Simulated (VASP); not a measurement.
# Bi in VASP: single point with PBE

Aim: the single point of Bi with PBE.

Everything below comes from runs of VASP 6.6.1. Logs are shortened: lines on timing, memory, paths and dates and some standing lists are left out, and cuts for length are marked.

## 1. The cell of the first run

The cell holds a slab with vacuum, 2 atoms: a = 4.349 Å, b = 4.349 Å, c = 28.000 Å, α = 90.00°, β = 90.00°, γ = 120.00°.

## 2. Single point, PBE

Input file INCAR:

```
SYSTEM = Bi
PREC = Accurate ; ENCUT = 520
EDIFF = 1E-6 ; ISMEAR = 0
SIGMA = 0.02 ; LREAL = .FALSE.
LASPH = .TRUE. ; NELM = 80
ALGO = Normal ; ISIF = 2
LWAVE = .FALSE. ; LCHARG = .TRUE.
LDIPOL = .TRUE. ; IDIPOL = 3
DIPOL = 0.5 0.5 0.500 ; GGA = PE
LELF = .TRUE. ; LVHAR = .TRUE.
LVACPOTAV = .TRUE. ; NBANDS = 22
```

Input file KPOINTS:

```
regular mesh
0
G
  9 9 1
  0 0 0
```

Input file POSCAR:

```
Bi
1.0
    4.3490000000      0.0000000000      0.0000000000
   -2.1745000000      3.7663444811      0.0000000000
    0.0000000000      0.0000000000     28.0000000000
Bi
2
Direct
    0.3333333333      0.6666666667      0.5000000000
    0.6666666667      0.3333333333      0.5000000000
```

Potentials or basis: VASP PAW PBE potentials, release 64 (Bi_d).

Run with:

```console
> cat potpaw_PBE.64/Bi_d/POTCAR > POTCAR
> mpirun -np 1 vasp_std > vasp.out
```

OUTCAR:

```text
SYSTEM = Bi
   PREC = Accurate
   ENCUT = 520
   EDIFF = 1E-6
   ISMEAR = 0
   LREAL = .FALSE.
   LASPH = .TRUE.
   NELM = 80
   ISIF = 2
   GGA = PE

 ion  position               nearest neighbor table
   1  0.333  0.667  0.500-   2 2.51   2 2.51   2 2.51
   2  0.667  0.333  0.500-   1 2.51   1 2.51   1 2.51

  LATTYP: Found a hexagonal cell.
 ALAT       =     4.3490000000
 C/A-ratio  =     6.4382616693

  Lattice vectors:

 A1 = (   4.3490000000,   0.0000000000,   0.0000000000)
 A2 = (  -2.1745000000,   3.7663444811,   0.0000000000)
 A3 = (   0.0000000000,   0.0000000000,  28.0000000000)

Analysis of symmetry for initial positions (statically):
=====================================================================
 Subroutine PRICEL returns:
 Original cell was already a primitive cell.

 Routine SETGRP: Setting up the symmetry group for a
 hexagonal supercell.

 Subroutine GETGRP returns: Found 24 space group operations
 (whereof 24 operations were pure point group operations)
 out of a pool of 24 trial point group operations.

The static configuration has the point symmetry D_6h.

Analysis of symmetry for dynamics (positions and initial velocities):
=====================================================================
 Subroutine PRICEL returns:
 Original cell was already a primitive cell.

 Routine SETGRP: Setting up the symmetry group for a
 hexagonal supercell.

 Subroutine GETGRP returns: Found 24 space group operations
 (whereof 24 operations were pure point group operations)
 out of a pool of 24 trial point group operations.

The dynamic configuration has the point symmetry D_6h.

 Subroutine INISYM returns: Found 24 space group operations
 (whereof 24 operations are pure point group operations),
 and found     1 'primitive' translations

----------------------------------------------------------------------------------------

                                     Primitive cell

  volume of cell :     458.6353

  direct lattice vectors                    reciprocal lattice vectors
     4.349000000  0.000000000  0.000000000     0.229937917  0.132754718  0.000000000
    -2.174500000  3.766344481  0.000000000     0.000000000  0.265509436  0.000000000
     0.000000000  0.000000000 28.000000000     0.000000000  0.000000000  0.035714286

  length of vectors
     4.349000000  4.349000000 28.000000000     0.265509436  0.265509436  0.035714286

  position of ions in fractional coordinates (direct lattice)
     0.333333333  0.666666667  0.500000000
     0.666666667  0.333333333  0.500000000

  ion indices of the primitive-cell ions
[... 56 lines left out ...]
   ISPIN  =      1    spin polarized calculation?
   LNONCOLLINEAR =      F non collinear calculations
   LSORBIT =      F    spin-orbit coupling
   LASPH  =      T    aspherical Exc in radial PAW
   ENCUT  =  520.0 eV  38.22 Ry    6.18 a.u.   8.09  8.09 52.06*2*pi/ulx,y,z
   NELM   =     80;   NELMIN=  2; NELMDL= -5     # of ELM steps
   EDIFF  = 0.1E-05   stopping-criterion for ELM
   LREAL  =      F    real-space projection
[... 7 lines left out ...]
   TEBEG  =    0.0;   TEEND  =   0.0 temperature during run
   PSTRESS=    0.0 pullay stress
   NELECT =      30.0000    total number of electrons
   NUPDOWN=      -1.0000    fix difference up-down
   EMIN   =  10.00;   EMAX   =-10.00  energy-range for DOS
   EFERMI =   0.00;   METHOD = LEGACY
   ISMEAR =     0;   SIGMA  =   0.02  broadening in eV -4-tet -1-fermi 0-gaus
   EFERMI_NEDOS =   21; number of points for ismear=-14 and -15
   IALGO  =     38    algorithm
   IMIX   =      4    mixing-type and parameters
     AMIX     =   0.40;   BMIX     =  1.00
     AMIX_MAG =   1.60;   BMIX_MAG =  1.00
  volume/ion in A,a.u.               =     229.32      1547.51
  Fermi-wavevector in a.u.,A,eV,Ry     =   0.659618  1.246498  5.919846  0.435096
  Thomas-Fermi vector in A             =   1.731810
   LORBIT       =      0    0 simple, 1 ext, 2 COOP (PROOUT), +10 PAW based schemes
   GGA     = PE    functional components
   LHFCALC =     F    Hartree Fock is set to
   AEXX    =    0.0000 exact exchange contribution
   IVDW    =     0    specifies the selected vdW correction
   LEPSILON=     F    determine dielectric tensor
   LRPA    =     F    only Hartree local field effects (RPA)
 non-spin polarized calculation
 Gauss-broadening in eV      SIGMA  =   0.02
  energy-cutoff  :      520.00
  volume of cell :      458.64
 maximum number of plane-waves:     12380
   NGX = 17   NGY = 17   NGZ =105

 number of electron      30.0000006 magnetization

 dipolmoment           0.000000      0.000000     -0.000000 electrons x Angstroem

 Free energy of the ion-electron system (eV)
  ---------------------------------------------------
  ext. energy  EPLUGINS =         0.00000000
  ---------------------------------------------------
  free energy    TOTEN  =        -2.72262999 eV

  energy without entropy =       -2.72262999  energy(sigma->0) =       -2.72262999

 E-fermi :  -2.3218     XC(G=0):  -1.7440

 val. band max:       -2.4334793618   @ k =   0.2222   0.1111   0.0000
 cond. band min:      -2.2059807139   @ k =   0.4444  -0.0000   0.0000
 fundamental gap:      0.2274986479
 Fermi energy:        -2.3218227398

 k-point     1 :       0.0000    0.0000    0.0000
  band No.  band energies     occupation
      1     -26.1255      2.00000
      2     -26.0919      2.00000
      3     -26.0919      2.00000
      4     -25.7747      2.00000
      5     -25.7747      2.00000
      6     -25.4347      2.00000
[... 289 lines left out ...]
     21       3.4301      0.00000
     22       4.7238      0.00000

------------------------ aborting loop because EDIFF is reached ----------------------------------------

  FORCE on cell =-STRESS in cart. coord.  units (eV):
  Direction    XX          YY          ZZ          XY          YZ          ZX
  --------------------------------------------------------------------------------------
  -------------------------------------------------------------------------------------
  Total       26.3782515     26.3782515     -0.0349609      0.0000000      0.0000000     -0.0000000
  in kB       92.1486778     92.1486778     -0.1221308      0.0000000      0.0000000     -0.0000000
  external PRESSURE =      61.3917416 kB  Pullay stress =       0.0000000 kB

 VOLUME and BASIS-vectors are now :
 -----------------------------------------------------------------------------
  energy-cutoff  :      520.00
  volume of cell :      458.64
      direct lattice vectors                 reciprocal lattice vectors
     4.349000000  0.000000000  0.000000000     0.229937917  0.132754718  0.000000000
    -2.174500000  3.766344481  0.000000000     0.000000000  0.265509436  0.000000000
     0.000000000  0.000000000 28.000000000     0.000000000  0.000000000  0.035714286

 POSITION                                       TOTAL-FORCE (eV/Angst)
 -----------------------------------------------------------------------------------
     -0.00000      2.51090     14.00000        -0.000000     -0.000000      0.000000
      2.17450      1.25545     14.00000         0.000000      0.000000     -0.000000
 -----------------------------------------------------------------------------------
    total drift:                                0.000000      0.000000     -0.000000

  FREE ENERGIE OF THE ION-ELECTRON SYSTEM (eV)
  ---------------------------------------------------
  free  energy   TOTEN  =        -2.7226299926 eV

  energy  without entropy=       -2.7226299926  energy(sigma->0) =       -2.72262999

 vacuum level on the upper side and lower side of the slab         1.597         1.597
```

OSZICAR:

```text
N       E                     dE             d eps       ncg     rms          rms(c)
DAV:   1     0.220002895173E+03    0.22000E+03   -0.13682E+04   752   0.994E+02
DAV:   2     0.141806154266E+02   -0.20582E+03   -0.20034E+03   608   0.278E+02
DAV:   3    -0.229636009430E+01   -0.16477E+02   -0.16181E+02   680   0.982E+01
[... 13 lines left out ...]
DAV:  17    -0.272260380442E+01   -0.12824E-04   -0.34203E-07   538   0.572E-03    0.109E-03
DAV:  18    -0.272262110938E+01   -0.17305E-04   -0.68682E-07   480   0.384E-03    0.507E-04
DAV:  19    -0.272262813560E+01   -0.70262E-05   -0.23528E-07   448   0.252E-03    0.243E-04
DAV:  20    -0.272262930101E+01   -0.11654E-05   -0.13444E-08   406   0.912E-04    0.224E-04
DAV:  21    -0.272262999263E+01   -0.69161E-06   -0.88276E-09   390   0.133E-03
   1 F= -.27226300E+01 E0= -.27226300E+01  d E =-.509019E-16
```

stdout:

```text
POSCAR found type information on POSCAR Bi
 POSCAR found :  1 types and       2 ions
 scaLAPACK will be used
 LDA part: xc-table for (Slater+PW92), standard interpolation
 POSCAR, INCAR and KPOINTS ok, starting setup
 FFT: planning ... GRIDC
 FFT: planning ... GRID_SOFT
 FFT: planning ... GRID
 WAVECAR not read
 entering main loop
 -----------------------------------------------------------------------------
|                                                                             |
|           W    W    AA    RRRRR   N    N  II  N    N   GGGG   !!!           |
|           W    W   A  A   R    R  NN   N  II  NN   N  G    G  !!!           |
|           W    W  A    A  R    R  N N  N  II  N N  N  G       !!!           |
|           W WW W  AAAAAA  RRRRR   N  N N  II  N  N N  G  GGG   !            |
|           WW  WW  A    A  R   R   N   NN  II  N   NN  G    G                |
|           W    W  A    A  R    R  N    N  II  N    N   GGGG   !!!           |
|                                                                             |
|     Did not find any points to average over, which means that no vacuum     |
|     field-free region was found. Please increase the size of  your cell     |
|     in the dimension of the dipole correction to obtain accurate            |
|     workfunction values.                                                    |
|                                                                             |
 -----------------------------------------------------------------------------
```

It took 4.1 min on 1 thread of Intel Xeon 8259CL, shared host; peak memory 0.49 GiB.

Results:

* Free energy: -2.7226 eV
* Band gap on the k mesh: zero (bands 15 and 16 overlap by 0.82 eV)

Levels at points of the mesh, in eV from the Fermi level:
```csv
k point,band 12,band 13,band 14,band 15,band 16,band 17,band 18,band 19
"(0.00, 0.00, 0.00)",-5.01,-4.02,-2.53,-2.53,2.44,2.60,2.60,3.61
```

Caveat: spin-orbit coupling is left out, which moves the levels of the heavy elements.
